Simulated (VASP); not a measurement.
Wanted: the native input for a VASP 6.6.1 run.

```
Task                   : relaxation of cell and atoms
Functional             : PBE
Potentials or basis    : VASP PAW PBE potentials, release 64 (C)
Cutoff                 : 600 eV
k mesh                 : 6 × 6 × 6
Occupations            : gaussian, width 0.2 eV
Spin                   : no spin polarisation
Dipole correction      : no
Further INCAR settings : ALGO = Normal; EDIFF = 1e-07; IBRION = 2; EDIFFG = -0.025; NSW = 80; ISIF = 3
```

The structure of C lies in POSCAR:

```
C
1.0
   -2.4608086868      2.5091206569     -0.0144513989
    2.4952605536      2.5435725237      0.0667146919
    1.1612480193     -1.2990904665     -4.4959910019
C
8
Direct
    0.4186541111      0.4826398267      0.8355782605
    0.9048839877      0.0025436338      0.8122276749
    0.9195749889      0.2531791499      0.3316731538
    0.4099997017      0.7457591785      0.3376852539
    0.0871289738      0.0017251617      0.1709044849
    0.5816720006      0.5051071764      0.1745049206
    0.0867815944      0.2607513808      0.6721544331
    0.5913046418      0.7482944922      0.6652718183
```

The input as run:

INCAR

```
SYSTEM = C
  PREC = Accurate
  ENCUT = 600
  EDIFF = 1E-7
  ISMEAR = 0
  SIGMA = 0.2
  LREAL = .False.
  LASPH = .True.
  NELM = 100
  ALGO = Normal
  ISIF = 3
  LWAVE = .False.
  LCHARG = .False.
  GGA = PE
  IBRION = 2
  NSW = 80
  EDIFFG = -0.025
```

KPOINTS

```
regular mesh
0
Gamma
  6 6 6
  0 0 0
```

Potentials or basis: VASP PAW PBE potentials, release 64 (C).

Command:

```console
$ cat potpaw_PBE.64/C/POTCAR > POTCAR
$ mpirun -np 1 vasp_std > vasp.out
```

Results of the run:

```yaml
Relaxed_volume: 6.97 Å³/atom
Relaxed_cell: a = 3.583 Å, b = 3.597 Å, c = 4.686 Å, α = 90.02°, β = 112.47°, γ = 89.98°
Space_group_after_relaxing_to_0.1_Å: I4_1/amd (No. 141)
Energy_gained_by_relaxing: 91.8 meV/atom
Ionic_steps: 16
Pressure_after_relaxing: -0.1 GPa
Largest_force_after_relaxing: 0.025 eV/Å
Band_gap_on_the_k_mesh: zero (bands 16 and 17 overlap by 4.08 eV)
```

Caveat: this functional lacks dispersion, which binds layers or chains, so the pressure and a relaxed spacing across them are unreliable.

Run time: 10 min on 1 thread of Intel(R) Xeon(R) 6975P-C (Granite Rapids), with other jobs on the host, peak memory 0.25 GiB.
